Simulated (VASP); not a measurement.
Here is a VASP 6.6.1 calculation.

The input INCAR:

```
SYSTEM = MgI2
PREC     = Accurate       ! precision mode
ENCUT    = 520            ! plane-wave cutoff, eV
EDIFF    = 1E-7           ! SCF threshold, eV
ISMEAR   = 0              ! smearing method
SIGMA    = 0.05           ! smearing width, eV
LREAL    = .False.        ! projectors in reciprocal space
LASPH    = .True.         ! aspherical terms in the spheres
NELM     = 80             ! most SCF steps
ALGO     = Normal         ! electronic algorithm
ISIF     = 2              ! what is computed and relaxed
LWAVE    = .False.        ! write WAVECAR
LCHARG   = .True.         ! write CHGCAR
GGA      = PE             ! functional
LELF     = .True.         ! ELF
LVHAR    = .True.       
NBANDS   = 15             ! bands
```

Contents of KPOINTS:

```
Automatic mesh
0
Gamma
  6 6 4
  0 0 0
```

Contents of POSCAR:

```
MgI2
1.0
    4.2295124603      0.0000000000      0.0000000000
   -2.1147562301      3.6628652362      0.0000000000
    0.0000000000      0.0000000000      7.8531465561
Mg I
1 2
Direct
    0.0000000000      0.0000000000      0.0000000000
    0.3333333333      0.6666666667      0.7743456377
    0.6666666667      0.3333333333      0.2256543623
```

Potentials or basis: VASP PAW PBE potentials, release 64 (Mg, I).

Launch:

```bash
$ cat potpaw_PBE.64/Mg/POTCAR potpaw_PBE.64/I/POTCAR > POTCAR
$ mpirun -np 1 vasp_std > vasp.out
```

(1) Predict the pressure.

(2) Predict the largest force.

(3) What does it give for the band gap on the k mesh?

Results:

(1) -1.4 GPa.

(2) 0.471 eV/Å.

(3) 3.38 eV, indirect (least direct gap 3.39 eV).

Caveat: spin-orbit coupling is left out, which moves the levels of the heavy elements; this functional lacks dispersion, which binds the layers, so the pressure and a relaxed spacing across them are unreliable.
